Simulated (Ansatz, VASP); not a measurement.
SrInO4: VASP beside Ansatz

```
CELL_PARAMETERS angstrom
4.35600 0.00000 0.00000
0.00000 4.35600 0.00000
0.00000 0.00000 6.84949
ATOMIC_POSITIONS crystal
Sr 0.50000 0.50000 0.50000
In 0.00000 0.00000 0.00000
O 0.00000 0.00000 0.67881
O 0.50000 0.00000 0.00000
O 0.00000 0.50000 0.00000
O 0.00000 0.00000 0.32119
```

Alike in both runs: task single point; functional PBE; k mesh 4 × 4 × 4; occupations gaussian, width 0.1 eV; collinear spin.

|  | VASP | Ansatz |
| --- | --- | --- |
| version | VASP 6.6.1 | Ansatz 0.2.0 |
| potentials or method | VASP PAW PBE potentials, release 64 (Sr_sv, In_d, O), cutoff 520 eV | scalar-relativistic, plane waves, PAW |
| valence electrons in the cell | 47 | 47 |

|  | VASP | Ansatz | Ansatz less VASP |
| --- | --- | --- | --- |
| gap on the k mesh at the Fermi level (eV) | none | none | - |
| pressure (GPa) | -8.9 | -8.9 | -0.07 |
| traceless stress, the component that is largest in VASP (GPa) | 0.93 | 0.92 | -0.007 |
| rms of the force components (eV/Å) | 0.144 | 0.135 | -0.0094 |
| net moment per atom (μB) | 0.50 | 0.50 | 0.000 |
| size of the moment on the site where the two differ most (μB) | 0.68 | 0.75 | +0.080 |

Site moments also hang on the region over which each program counts them. Atom by atom the forces differ by 0.009 eV/Å (rms over components). A gap of «none» marks a metal or a gap that the smearing closes.

The k mesh is coarse, so the values compare programs but aren't converged.
